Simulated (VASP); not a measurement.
# BH3 in VASP: single point with PBE+D3(BJ)

Aim: the single point of BH3 with PBE+D3(BJ).

All numbers are computed with VASP 6.6.1; they aren't measurements. Logs are shortened: lines on timing, memory, paths and dates and some standing lists are left out, and cuts for length are marked.

### Step 1. The cell of the first run

The cell holds a molecule in a box, 4 atoms: a = 5.556 Å, b = 5.556 Å, c = 24.533 Å, α = 90.00°, β = 90.00°, γ = 90.00°.

### Step 2. Single point, PBE+D3(BJ)

File INCAR:

```
SYSTEM = BH3
  PREC = Accurate
  ENCUT = 420
  EDIFF = 1E-6
  ISMEAR = 0
  SIGMA = 0.1
  LREAL = .FALSE.
  LASPH = .TRUE.
  NELM = 120
  ALGO = Normal
  ISIF = 2
  LWAVE = .FALSE.
  LCHARG = .FALSE.
  LDIPOL = .TRUE.
  IDIPOL = 3
  DIPOL = 0.5 0.5 0.620
  GGA = PE
  IVDW = 12
  NBANDS = 11
  GGA_COMPAT = .FALSE.
  NELMDL = -8
```

File KPOINTS:

```
regular mesh
0
G
  4 4 1
  0 0 0
```

File POSCAR:

```
BH3
1.0
    5.5557316929      0.0000000000      0.0000000000
    0.0000000000      5.5557316929      0.0000000000
    0.0000000000      0.0000000000     24.5333433317
B H
1 3
Direct
    0.7432299402      0.7499589050      0.6105625461
    0.4963107090      1.2497637316      0.6108596291
    1.1643539744      0.7486303264      0.5977573683
    0.7482372473      0.7502105895      0.6597536344
```

Potentials or basis: VASP PAW PBE potentials, release 64 (B, H).

The run is started by

```sh
$ cat potpaw_PBE.64/B/POTCAR potpaw_PBE.64/H/POTCAR > POTCAR
$ mpirun -np 1 vasp_std > vasp.out
```

OUTCAR:

```text
SYSTEM = BH3
   PREC = Accurate
   ENCUT = 420
   EDIFF = 1E-6
   ISMEAR = 0
   LREAL = .FALSE.
   LASPH = .TRUE.
   NELM = 120
   ISIF = 2
   GGA = PE
   IVDW = 12
   NELMDL = -8
 IVDW          = 12

 ion  position               nearest neighbor table
   1  0.743  0.750  0.611-   4 1.21
   2  0.496  0.250  0.611-
   3  0.164  0.749  0.598-
   4  0.748  0.750  0.660-   1 1.21

  LATTYP: Found a simple tetragonal cell.
 ALAT       =     5.5557316929
 C/A-ratio  =     4.4158617960

  Lattice vectors:

 A1 = (   5.5557316929,   0.0000000000,   0.0000000000)
 A2 = (   0.0000000000,   5.5557316929,   0.0000000000)
 A3 = (   0.0000000000,   0.0000000000,  24.5333433317)

Analysis of symmetry for initial positions (statically):
=====================================================================
 Subroutine PRICEL returns:
 Original cell was already a primitive cell.

 Routine SETGRP: Setting up the symmetry group for a
 simple tetragonal supercell.

 Subroutine GETGRP returns: Found  1 space group operations
 (whereof  1 operations were pure point group operations)
 out of a pool of 16 trial point group operations.

The static configuration has the point symmetry C_1 .

Analysis of symmetry for dynamics (positions and initial velocities):
=====================================================================
 Subroutine PRICEL returns:
 Original cell was already a primitive cell.

 Routine SETGRP: Setting up the symmetry group for a
 simple tetragonal supercell.

 Subroutine GETGRP returns: Found  1 space group operations
 (whereof  1 operations were pure point group operations)
 out of a pool of 16 trial point group operations.

The dynamic configuration has the point symmetry C_1 .

 Subroutine INISYM returns: Found  1 space group operations
 (whereof  1 operations are pure point group operations),
 and found     1 'primitive' translations

----------------------------------------------------------------------------------------

                                     Primitive cell

  volume of cell :     757.2500

  direct lattice vectors                    reciprocal lattice vectors
     5.555731693  0.000000000  0.000000000     0.179994293  0.000000000  0.000000000
     0.000000000  5.555731693  0.000000000     0.000000000  0.179994293  0.000000000
     0.000000000  0.000000000 24.533343332     0.000000000  0.000000000  0.040760853

[... 87 lines left out ...]
   ISMEAR =     0;   SIGMA  =   0.10  broadening in eV -4-tet -1-fermi 0-gaus
   EFERMI_NEDOS =   21; number of points for ismear=-14 and -15
   IALGO  =     38    algorithm
   IMIX   =      4    mixing-type and parameters
     AMIX     =   0.40;   BMIX     =  1.00
     AMIX_MAG =   1.60;   BMIX_MAG =  1.00
  volume/ion in A,a.u.               =     189.31      1277.54
  Fermi-wavevector in a.u.,A,eV,Ry     =   0.326371  0.616753  1.449270  0.106518
  Thomas-Fermi vector in A             =   1.218176
   LORBIT       =      0    0 simple, 1 ext, 2 COOP (PROOUT), +10 PAW based schemes
   GGA     = PE    functional components
   LHFCALC =     F    Hartree Fock is set to
   AEXX    =    0.0000 exact exchange contribution
   IVDW    =    12    specifies the selected vdW correction
   LEPSILON=     F    determine dielectric tensor
   LRPA    =     F    only Hartree local field effects (RPA)
 non-spin polarized calculation
 Gauss-broadening in eV      SIGMA  =   0.10
  energy-cutoff  :      420.00
  volume of cell :      757.25
 maximum number of plane-waves:     14809
 NGX is ok and might be reduce to    40
   NGX = 19   NGY = 19   NGZ = 81

 number of electron       6.0000000 magnetization

 dipolmoment           0.000000      0.000000     -0.157834 electrons x Angstroem

 Free energy of the ion-electron system (eV)
  ---------------------------------------------------
  ext. energy  EPLUGINS =         0.00000000
  ---------------------------------------------------
  free energy    TOTEN  =        -7.36521981 eV

  energy without entropy =       -7.35655710  energy(sigma->0) =       -7.36088845

 E-fermi :  -6.0894     XC(G=0):  -0.9917

 val. band max:       -6.1633276794   @ k =   0.0000   0.2500   0.0000
 cond. band min:      -6.0076551914   @ k =  -0.2500   0.5000   0.0000
 fundamental gap:      0.1556724880
 Fermi energy:        -6.0893840175

 k-point     1 :       0.0000    0.0000    0.0000
  band No.  band energies     occupation
      1     -12.4896      2.00000
      2      -7.2800      2.00000
      3      -5.9729      0.09954
      4      -5.4445      0.00000
      5      -3.9881      0.00000
      6      -3.3922      0.00000
      7      -0.5789      0.00000
      8       0.0669      0.00000
      9       0.2938      0.00000
     10       0.8160      0.00000
     11       1.3236      0.00000
[... 113 lines left out ...]
 k-point    10 :       0.5000    0.5000    0.0000
  band No.  band energies     occupation
      1     -12.4308      2.00000
      2      -7.0236      2.00000
      3      -6.3683      1.99992
      4      -6.3010      1.99723
      5      -3.5663      0.00000
      6      -2.3208      0.00000
      7       1.0226      0.00000
      8       1.2515      0.00000
      9       1.3759      0.00000
     10       1.4763      0.00000
     11       2.1173      0.00000

------------------------ aborting loop because EDIFF is reached ----------------------------------------

 vacuum level on the upper side and lower side of the slab       (xc-potential included)        -0.457         0.446

 Edisp (eV)   -0.06652

 E8    (eV) :    -0.0173

  FORCE on cell =-STRESS in cart. coord.  units (eV):
  Direction    XX          YY          ZZ          XY          YZ          ZX
  --------------------------------------------------------------------------------------
  -------------------------------------------------------------------------------------
  Total      -6.03180    -3.33019    -0.04296     0.01897    -0.00160    -0.13095
  in kB     -12.76200    -7.04597    -0.09089     0.04014    -0.00339    -0.27707
  external pressure =       -6.63 kB  Pullay stress =        0.00 kB

 VOLUME and BASIS-vectors are now :
 -----------------------------------------------------------------------------
  energy-cutoff  :      420.00
  volume of cell :      757.25
      direct lattice vectors                 reciprocal lattice vectors
     5.555731693  0.000000000  0.000000000     0.179994293  0.000000000  0.000000000
     0.000000000  5.555731693  0.000000000     0.000000000  0.179994293  0.000000000
     0.000000000  0.000000000 24.533343332     0.000000000  0.000000000  0.040760853

 POSITION                                       TOTAL-FORCE (eV/Angst)
 -----------------------------------------------------------------------------------
      4.12919      4.16657     14.97914         1.679668     -0.001925      0.221335
      2.75737      1.38762     14.98643         0.330106     -0.001421     -0.136493
      0.91311      4.15919     14.66499        -1.506587      0.003697     -0.111255
      4.15701      4.16797     16.18596        -0.503188     -0.000350      0.026412
 -----------------------------------------------------------------------------------
    total drift:                               -0.000021      0.000009      0.000265

  FREE ENERGIE OF THE ION-ELECTRON SYSTEM (eV)
  ---------------------------------------------------
  free  energy   TOTEN  =        -7.4317424771 eV

  energy  without entropy=       -7.4230797679  energy(sigma->0) =       -7.42741112

 vacuum level on the upper side and lower side of the slab        -0.224         0.702
```

OSZICAR:

```text
N       E                     dE             d eps       ncg     rms          rms(c)
DAV:   1     0.199592234762E+02    0.19959E+02   -0.10911E+03   220   0.234E+02
DAV:   2    -0.412803277009E+01   -0.24087E+02   -0.23661E+02   326   0.485E+01
DAV:   3    -0.778869317835E+01   -0.36607E+01   -0.36284E+01   334   0.242E+01
[... 17 lines left out ...]
DAV:  21    -0.736517639389E+01   -0.25260E-04   -0.10339E-06   255   0.300E-03    0.101E-03
DAV:  22    -0.736520892481E+01   -0.32531E-04   -0.13870E-06   246   0.364E-03    0.584E-04
DAV:  23    -0.736521397771E+01   -0.50529E-05   -0.13569E-07   258   0.109E-03    0.496E-04
DAV:  24    -0.736521887274E+01   -0.48950E-05   -0.20720E-07   234   0.125E-03    0.245E-04
DAV:  25    -0.736521980772E+01   -0.93499E-06   -0.24351E-08   246   0.567E-04
   1 F= -.74317425E+01 E0= -.74274111E+01  d E =-.866271E-02
```

stdout:

```text
POSCAR found type information on POSCAR B H
 POSCAR found :  2 types and       4 ions
 scaLAPACK will be used
 LDA part: xc-table for (Slater+PW92), standard interpolation
 POSCAR, INCAR and KPOINTS ok, starting setup
 FFT: planning ... GRIDC
 FFT: planning ... GRID_SOFT
 FFT: planning ... GRID
 WAVECAR not read
 entering main loop
```

Run time: 86 s. Hardware: 1 thread of Intel Xeon Platinum 8488C (Sapphire Rapids), shared host; peak memory 0.6 GiB.

Results:

| Property | Result |
| --- | --- |
| Free energy | -7.4317 eV |
| Largest force | 1.694 eV/Å |
| Gap between the frontier levels | zero (band 3 reaches -5.97 eV, above the bottom of band 4 at -6.30 eV) |
| Dispersion energy per atom | -0.017 eV |

Forces in eV/Å, atoms in the order of the input:
```
B    1.680 -0.002  0.221
H    0.330 -0.001 -0.136
H   -1.507  0.004 -0.111
H   -0.503  0.000  0.026
```

Levels at points of the mesh, in eV from the Fermi level:
```csv
k point,band 1,band 2,band 3,band 4,band 5,band 6,band 7
"(0.00, 0.00, 0.00)",-6.40,-1.19,0.12,0.64,2.10,2.70,5.51
"(0.50, 0.00, 0.00)",-6.36,-1.02,-0.69,0.76,2.15,3.77,6.39
"(0.00, 0.50, 0.00)",-6.38,-1.04,-0.30,0.55,2.50,2.69,6.52
"(0.50, 0.50, 0.00)",-6.34,-0.93,-0.28,-0.21,2.52,3.77,7.11
```
